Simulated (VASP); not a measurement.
# Ba (I4/mmm) in VASP: a series of runs

Runs on Ba. Level: LDA. Tasks: single point.

Program: VASP 6.6.1. These are calculated values, not measurements. Logs are shortened: lines on timing, memory, paths and dates and some standing lists are left out, and cuts for length are marked.

## (1) The cell of the first run

The structure is tetragonal, space group I4/mmm (No. 139). The conventional cell has a = 5.000 Å, b = 5.000 Å, c = 4.800 Å, α = 90.00°, β = 90.00°, γ = 90.00°. Ba (site symmetry 4/mmm) has 14 Ba at 4.27 to 5.00 Å within 5.6 Å.

## (2) Single point, LDA (strain +0.000 along x and y, -0.040 along z)

Input file INCAR:

```
PREC = Accurate ; ENCUT = 520
EDIFF = 1E-7 ; ISMEAR = 0
SIGMA = 0.15 ; LREAL = F
LASPH = T ; NELM = 60
ALGO = Fast ; ISIF = 2
LWAVE = F ; LCHARG = F
GGA = CA ; NBANDS = 11
```

Input file KPOINTS:

```
regular mesh
0
Gamma
  14 14 14
```

Input file POSCAR:

```
Ba
1.0
   -2.5000000000      2.5000000000      2.4000000000
    2.5000000000     -2.5000000000      2.4000000000
    2.5000000000      2.5000000000     -2.4000000000
Ba
1
Direct
    0.0000000000      0.0000000000      0.0000000000
```

Potentials or basis: VASP PAW LDA potentials, release 64 (Ba_sv).

Started as:

```console
$ cat potpaw_LDA.64/Ba_sv/POTCAR > POTCAR
$ mpirun -np 1 vasp_std > vasp.out
```

OUTCAR:

```text
PREC = Accurate
   ENCUT = 520
   EDIFF = 1E-7
   ISMEAR = 0
   LREAL = F
   LASPH = T
   NELM = 60
   ISIF = 2
   GGA = CA

 ion  position               nearest neighbor table
   1  0.000  0.000  0.000-

  LATTYP: Found a body centered tetragonal cell.
 ALAT       =     5.0000000000
 C/A-ratio  =     0.9600000000

  Lattice vectors:

 A1 = (  -2.5000000000,   2.5000000000,   2.4000000000)
 A2 = (   2.5000000000,  -2.5000000000,   2.4000000000)
 A3 = (   2.5000000000,   2.5000000000,  -2.4000000000)

Analysis of symmetry for initial positions (statically):
=====================================================================
 Subroutine PRICEL returns:
 Original cell was already a primitive cell.

 Routine SETGRP: Setting up the symmetry group for a
 body centered tetragonal supercell.

 Subroutine GETGRP returns: Found 16 space group operations
 (whereof 16 operations were pure point group operations)
 out of a pool of 16 trial point group operations.

The static configuration has the point symmetry D_4h.

Analysis of symmetry for dynamics (positions and initial velocities):
=====================================================================
 Subroutine PRICEL returns:
 Original cell was already a primitive cell.

 Routine SETGRP: Setting up the symmetry group for a
 body centered tetragonal supercell.

 Subroutine GETGRP returns: Found 16 space group operations
 (whereof 16 operations were pure point group operations)
 out of a pool of 16 trial point group operations.

The dynamic configuration has the point symmetry D_4h.

 Subroutine INISYM returns: Found 16 space group operations
 (whereof 16 operations are pure point group operations),
 and found     1 'primitive' translations

----------------------------------------------------------------------------------------

                                     Primitive cell

  volume of cell :      60.0000

  direct lattice vectors                    reciprocal lattice vectors
    -2.500000000  2.500000000  2.400000000     0.000000000  0.200000000  0.208333333
     2.500000000 -2.500000000  2.400000000     0.200000000  0.000000000  0.208333333
     2.500000000  2.500000000 -2.400000000     0.200000000  0.200000000  0.000000000

  length of vectors
     4.273172124  4.273172124  4.273172124     0.288795391  0.288795391  0.282842712

[... 83 lines left out ...]
   NFREE  =      0    steps in history (QN), initial steepest desc. (CG)
   ISIF   =      2    stress and relaxation
   ISYM   =      2    0-nonsym 1-usesym 2-fastsym
   POTIM  = 0.5000    time-step for ionic-motion
   TEBEG  =    0.0;   TEEND  =   0.0 temperature during run
   PSTRESS=    0.0 pullay stress
   NELECT =      10.0000    total number of electrons
   NUPDOWN=      -1.0000    fix difference up-down
   EMIN   =  10.00;   EMAX   =-10.00  energy-range for DOS
   EFERMI =   0.00;   METHOD = LEGACY
   ISMEAR =     0;   SIGMA  =   0.15  broadening in eV -4-tet -1-fermi 0-gaus
   EFERMI_NEDOS =   21; number of points for ismear=-14 and -15
   IALGO  =     68    algorithm
   IMIX   =      4    mixing-type and parameters
     AMIX     =   0.40;   BMIX     =  1.00
     AMIX_MAG =   1.60;   BMIX_MAG =  1.00
  volume/ion in A,a.u.               =      60.00       404.90
  Fermi-wavevector in a.u.,A,eV,Ry     =   0.900930  1.702511 11.043509  0.811675
  Thomas-Fermi vector in A             =   2.023948
   LORBIT       =      0    0 simple, 1 ext, 2 COOP (PROOUT), +10 PAW based schemes
   GGA     = CA    functional components
   LHFCALC =     F    Hartree Fock is set to
   AEXX    =    0.0000 exact exchange contribution
   IVDW    =     0    specifies the selected vdW correction
   LEPSILON=     F    determine dielectric tensor
   LRPA    =     F    only Hartree local field effects (RPA)
 non-spin polarized calculation
 RMM-DIIS sequential band-by-band and
 Gauss-broadening in eV      SIGMA  =   0.15
  energy-cutoff  :      520.00
  volume of cell :       60.00
 maximum number of plane-waves:      1631
   NGX = 15   NGY = 15   NGZ = 15

 number of electron      10.0000000 magnetization

 Free energy of the ion-electron system (eV)
  ---------------------------------------------------
  ext. energy  EPLUGINS =         0.00000000
  ---------------------------------------------------
  free energy    TOTEN  =        -2.23827063 eV

  energy without entropy =       -2.22478669  energy(sigma->0) =       -2.23152866

 E-fermi :   1.5886     XC(G=0):  -7.7760

 val. band max:        1.5818447456   @ k =   0.2143   0.2143   0.1429
 cond. band min:       1.5916427975   @ k =  -0.3571  -0.3571   0.2143
 fundamental gap:      0.0097980519
 Fermi energy:         1.5886077640

 k-point     1 :       0.0000    0.0000    0.0000
  band No.  band energies     occupation
      1     -27.1491      2.00000
      2     -12.0805      2.00000
      3     -12.0805      2.00000
      4     -12.0779      2.00000
      5      -1.1865      2.00000
      6       3.2291      0.00000
      7       3.4934      0.00000
      8       3.4934      0.00000
      9       4.7223      0.00000
     10       5.1098      0.00000
     11       8.6070      0.00000
[... 309 lines left out ...]
 k-point    24 :       0.2857    0.1429    0.0000
  band No.  band energies     occupation
      1     -27.1004      2.00000
      2     -12.5266      2.00000
      3     -12.2484      2.00000
      4     -12.1256      2.00000
      5       0.7564      2.00000
      6       2.2596      0.00000
      7       2.5254      0.00000
      8       4.6312      0.00000
      9       5.6189      0.00000
     10       6.0227      0.00000
     11       8.4195      0.00000

 [... further k-points ...]

------------------------ aborting loop because EDIFF is reached ----------------------------------------

  FORCE on cell =-STRESS in cart. coord.  units (eV):
  Direction    XX          YY          ZZ          XY          YZ          ZX
  --------------------------------------------------------------------------------------
  -------------------------------------------------------------------------------------
  Total       -0.3651338     -0.3651338     -0.2876927      0.0000000      0.0000000      0.0000000
  in kB       -9.7501512     -9.7501512     -7.6822451      0.0000000      0.0000000      0.0000000
  external PRESSURE =      -9.0608491 kB  Pullay stress =       0.0000000 kB

 VOLUME and BASIS-vectors are now :
 -----------------------------------------------------------------------------
  energy-cutoff  :      520.00
  volume of cell :       60.00
      direct lattice vectors                 reciprocal lattice vectors
    -2.500000000  2.500000000  2.400000000     0.000000000  0.200000000  0.208333333
     2.500000000 -2.500000000  2.400000000     0.200000000  0.000000000  0.208333333
     2.500000000  2.500000000 -2.400000000     0.200000000  0.200000000  0.000000000

 POSITION                                       TOTAL-FORCE (eV/Angst)
 -----------------------------------------------------------------------------------
      0.00000      0.00000      0.00000         0.000000      0.000000      0.000000
 -----------------------------------------------------------------------------------
    total drift:                                0.000000      0.000000     -0.000000

  FREE ENERGIE OF THE ION-ELECTRON SYSTEM (eV)
  ---------------------------------------------------
  free  energy   TOTEN  =        -2.2382706257 eV

  energy  without entropy=       -2.2247866863  energy(sigma->0) =       -2.23152866
```

stdout:

```text
POSCAR found type information on POSCAR Ba
 POSCAR found :  1 types and       1 ions
 scaLAPACK will be used
 LDA part: xc-table for (Slater(with rela. corr.)+CA(PZ))
 , standard interpolation
 POSCAR, INCAR and KPOINTS ok, starting setup
 FFT: planning ... GRIDC
 FFT: planning ... GRID_SOFT
 FFT: planning ... GRID
 WAVECAR not read
 entering main loop
WARNING in EDDRMM: call to ZHEGV failed, returncode =   6  3      9
WARNING in EDDRMM: call to ZHEGV failed, returncode =   6  3      5
WARNING in EDDRMM: call to ZHEGV failed, returncode =   6  3      6
WARNING in EDDRMM: call to ZHEGV failed, returncode =   6  3      7
WARNING in EDDRMM: call to ZHEGV failed, returncode =   6  3      7
WARNING in EDDRMM: call to ZHEGV failed, returncode =   8  4      7
WARNING in EDDRMM: call to ZHEGV failed, returncode =   6  3      8
```

It took 2.7 min on 1 thread of Intel Xeon 8259CL, shared host; peak memory 0.28 GiB.

What came out:

| Property | Result |
| --- | --- |
| Free energy | -2.2383 eV |
| Pressure | -0.9 GPa |
| Band gap on the k mesh | zero (bands 5 and 6 overlap by 1.06 eV) |

Caveat: the cell differs from its parent crystal (strain +0.000 along x and y, -0.040 along z); spin-orbit coupling is left out, which moves the levels of the heavy elements.

## (3) Single point, LDA (strain +0.000 along x and y, +0.040 along z)

Input file INCAR:

```
SYSTEM = Ba
ALGO     = Fast           ! electronic algorithm
EDIFF    = 1E-7           ! SCF threshold, eV
ENCUT    = 520            ! plane-wave cutoff, eV
ISIF     = 2              ! what is computed and relaxed
ISMEAR   = 0              ! smearing method
LASPH    = .True.         ! aspherical terms in the spheres
LCHARG   = .True.         ! write CHGCAR
LELF     = .True.         ! ELF
LREAL    = .False.        ! projectors in reciprocal space
LVHAR    = .True.       
LWAVE    = .False.        ! write WAVECAR
NBANDS   = 11             ! bands
NELM     = 80             ! most SCF steps
PREC     = Accurate       ! precision mode
SIGMA    = 0.15           ! smearing width, eV
```

Input file KPOINTS:

```
k-points
0
Gamma
  14 14 14
  0 0 0
```

Input file POSCAR:

```
Ba
1.0
   -2.5000000000      2.5000000000      2.6000000000
    2.5000000000     -2.5000000000      2.6000000000
    2.5000000000      2.5000000000     -2.6000000000
Ba
1
Direct
    0.0000000000      0.0000000000      0.0000000000
```

Potentials or basis: VASP PAW LDA potentials, release 64 (Ba_sv).

Started as:

```console
$ cat potpaw_LDA.64/Ba_sv/POTCAR > POTCAR
$ mpirun -np 1 vasp_std > vasp.out
```

Run time: 4.6 min. Hardware: 1 thread of Intel Xeon 8259CL, shared host; peak memory 0.3 GiB.

Results (log left out):

```yaml
Free_energy: -2.2014 eV
Pressure: -1.4 GPa
Band_gap_on_the_k_mesh: zero (bands 5 and 6 overlap by 0.88 eV)
```

Stress tensor (GPa, compression positive):
```
-1.41  0.00  0.00
 0.00 -1.41  0.00
 0.00  0.00 -1.52
```

Levels at points of the mesh, in eV from the Fermi level:
| k point | band 2 | band 3 | band 4 | band 5 | band 6 | band 7 | band 8 | band 9 |
| --- | --- | --- | --- | --- | --- | --- | --- | --- |
| (0.00, 0.00, 0.00) | -13.86 | -13.86 | -13.86 | -2.74 | 1.65 | 1.65 | 1.87 | 2.96 |
| (0.50, 0.00, 0.00) | -14.28 | -13.99 | -13.86 | -0.90 | 0.72 | 1.19 | 2.91 | 3.62 |
| (0.50, 0.50, 0.00) | -14.28 | -14.00 | -13.87 | -0.88 | 0.49 | 1.31 | 3.25 | 3.73 |
| (0.50, 0.50, 0.50) | -14.17 | -14.14 | -14.14 | -0.52 | -0.46 | 3.93 | 4.35 | 4.35 |

Caveat: the cell differs from its parent crystal (strain +0.000 along x and y, +0.040 along z); spin-orbit coupling is left out, which moves the levels of the heavy elements.
